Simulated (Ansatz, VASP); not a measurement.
Rb in VASP and in Ansatz

```
Rb
1.0
    -2.58019    2.58019    2.78041
     2.58019   -2.58019    2.78041
     2.58019    2.58019   -2.78041
Rb
1
Direct
  0.00000 0.00000 0.00000
```

Alike in both runs: task single point; functional LDA; k mesh 14 × 14 × 14; occupations gaussian, width 0.15 eV; no spin polarisation.

```csv
,VASP,Ansatz
version,VASP 6.6.1,Ansatz 0.2.0
potentials or method,"VASP PAW LDA potentials, release 64 (Rb_sv), cutoff 520 eV","scalar-relativistic, plane waves, PAW"
valence electrons in the cell,9,9
```

|  | VASP | Ansatz | Ansatz less VASP |
| --- | --- | --- | --- |
| gap on the k mesh at the Fermi level (eV) | none | none | - |
| pressure (GPa) | 0.2 | 0.2 | 0.00 |

LDA's correlation is that of Perdew and Zunger in VASP and of Perdew and Wang (1992) in Ansatz. A gap of «none» marks a metal or a gap that the smearing closes.
